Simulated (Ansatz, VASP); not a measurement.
**HfC: VASP beside Ansatz**

```
CELL_PARAMETERS angstrom
0.00000 2.31722 2.31722
2.31722 0.00000 2.31722
2.31722 2.31722 0.00000
ATOMIC_POSITIONS crystal
Hf 0.50000 0.50000 0.50000
C 0.00000 0.00000 0.00000
```

Change from the starting cell: volume scaled by 0.99, crystal datasets.

Alike in both runs: task electric field gradients; functional PBEsol; k mesh 15 × 15 × 15; occupations fermi-dirac, width 0.05 eV; no spin polarisation.

```csv
,VASP,Ansatz
version,VASP 6.6.1,Ansatz 0.2.0
potentials or method,"VASP PAW PBE potentials, release 64 (Hf_pv, C), cutoff 520 eV","all-electron PAW with datasets made for the crystal, scalar-relativistic"
```

|  | VASP | Ansatz | Ansatz less VASP |
| --- | --- | --- | --- |
| pressure (GPa) | -4.7 | -4.2 | +0.44 |

VASP's potentials were made for PBE, not for PBEsol. Ansatz ran all-electron here, and VASP with PAW potentials.

Neither program's run includes spin-orbit coupling.
